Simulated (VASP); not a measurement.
Write the native input for VASP 6.6.1 that does the following.

* Task: relaxation of cell and atoms
* Functional: PBE
* Potentials or basis: VASP PAW PBE potentials, release 64 (K_sv, Br)
* Cutoff: 500 eV
* k mesh: 12 × 12 × 8
* Occupations: gaussian, width 0.1 eV
* Spin: no spin polarisation
* Dipole correction: no
* Further INCAR settings: ALGO = Normal; EDIFF = 1e-07; IBRION = 2; EDIFFG = -0.01; NSW = 100; ISIF = 3

The structure of K3Br lies in POSCAR:

```
K3Br
1.0
    6.6462688416      0.0000000000      0.0000000000
   -3.3231344208      5.7558376572      0.0000000000
    0.0000000000      0.0000000000      6.3326286536
K Br
3 1
Direct
    0.0000000000      0.0000000000      0.5000000000
    0.3333333333      0.6666666667      0.0000000000
    0.6666666667      0.3333333333      0.0000000000
    0.0000000000      0.0000000000      0.0000000000
```

One way to write it, as run:

INCAR

```
SYSTEM = K3Br
PREC = Accurate ; ENCUT = 500
EDIFF = 1E-7 ; ISMEAR = 0
SIGMA = 0.1 ; LREAL = .FALSE.
LASPH = .TRUE. ; NELM = 120
ALGO = Normal ; ISIF = 3
LWAVE = .FALSE. ; LCHARG = .FALSE.
GGA = PE ; IBRION = 2
NSW = 100 ; EDIFFG = -0.01
GGA_COMPAT = .FALSE. ; NELMIN = 4
```

KPOINTS

```
regular mesh
0
G
  12 12 8
  0 0 0
```

Potentials or basis: VASP PAW PBE potentials, release 64 (K_sv, Br).

The run is started by

```console
$ cat potpaw_PBE.64/K_sv/POTCAR potpaw_PBE.64/Br/POTCAR > POTCAR
$ mpirun -np 1 vasp_std > vasp.out
```

Results of the run:

* Relaxed volume: 60.89 Å³/atom
* Relaxed cell: a = 6.667 Å, b = 6.667 Å, c = 6.327 Å, α = 90.00°, β = 90.00°, γ = 120.00°
* Space group after relaxing (to 0.05 Å): P6/mmm (No. 191)
* Energy gained by relaxing: 0.1 meV/atom
* Ionic steps: 3
* Pressure after relaxing: 0.0 GPa
* Band gap on the k mesh: zero (band 17 reaches 1.00 eV, above the bottom of band 18 at 0.10 eV)

It took 6.8 min on 1 thread of Intel(R) Xeon(R) 6975P-C (Granite Rapids), with other jobs on the host, peak memory 0.63 GiB.
